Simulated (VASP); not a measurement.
Runs of VASP 6.6.1 on SnO. The structure is that of space group Pmn2_1 (No. 31), or close to it. The cells are those of the table. 

| cell | gap on the mesh (eV) | pressure (GPa) | largest force (eV/Å) |
| --- | --- | --- | --- |
| a = 3.894, b = 3.316, c = 11.110 Å, 8 atoms | 1.09 | 0.6 | 0.09 |
| a = 3.894, b = 3.316, c = 12.910 Å, 8 atoms | 1.80 | 0.2 | 0.09 |
| a = 3.894, b = 3.316, c = 15.910 Å, 8 atoms | 1.97 | 0.2 | 0.09 |
| a = 3.894, b = 3.316, c = 13.410 Å, 8 atoms | (a) | 0.2 | 0.09 |
| a = 3.894, b = 3.316, c = 14.410 Å, 8 atoms | 1.94 | 0.2 | 0.09 |
| a = 3.894, b = 3.316, c = 11.660 Å, 8 atoms | (b) | 0.1 | 0.13 |

Alike in all rows: task single point; level PBEsol; potentials or basis VASP PAW PBE potentials, release 64 (Sn_d, O); no spin polarisation; k mesh 7 × 8 × 3; cutoff (eV) 520; smearing gaussian 0.05 eV.

**Question.** Fill in the values left out.

**Answer.** (a) 1.87; (b) 1.36.

Caveats: the PAW data sets were made with another functional, which shifts forces and pressure a little; spin-orbit coupling is left out, which moves the levels of the heavy elements.

A k mesh can miss the band edges, and the runs leave out spin-orbit coupling on Sn.
